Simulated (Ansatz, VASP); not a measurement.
## One calculation of SnO2, two programs

```
Sn O
1.0
     4.72072    0.00000    0.00000
     0.00000    4.72072    0.00000
     0.00000    0.00000    3.18876
Sn O
2 4
Direct
  0.00000 0.00000 0.93414
  0.50000 0.50000 0.56586
  0.23445 0.37777 0.03832
  0.26555 0.87777 0.46168
  0.76555 0.62223 0.03832
  0.73445 0.12223 0.46168
```

Change from the starting cell: mode 4 frozen in at -0.478 Å and mode 5 at -0.210 Å (largest displacements).

Alike in both runs: task single point; functional LDA; k mesh 6 × 6 × 8; occupations gaussian, width 0.05 eV; no spin polarisation.

```csv
,VASP,Ansatz
version,VASP 6.6.1,Ansatz 0.2.0
potentials or method,"VASP PAW LDA potentials, release 64 (Sn_d, O), cutoff 520 eV","scalar-relativistic, plane waves, PAW"
valence electrons in the cell,52,52
```

Ansatz gave:

| Property | Result |
| --- | --- |
| gap on the k mesh at the Fermi level (eV) | 0.83 |
| least direct gap on the mesh (eV) | 0.84 |
| pressure (GPa) | -7.9 |
| traceless stress, the component that is largest in VASP (GPa) | -2.92 |
| rms of the force components (eV/Å) | 0.789 |

Question: Which values does VASP return?

Answer: gap on the k mesh at the Fermi level (eV): 0.84; least direct gap on the mesh (eV): 0.85; pressure (GPa): -6.8; traceless stress, the component that is largest in VASP (GPa): -2.62; rms of the force components (eV/Å): 0.788.

Ansatz warns that its potentials were made for another functional, while VASP's fit it. LDA's correlation is that of Perdew and Zunger in VASP and of Perdew and Wang (1992) in Ansatz. Atom by atom the forces differ by 0.034 eV/Å (rms over components).
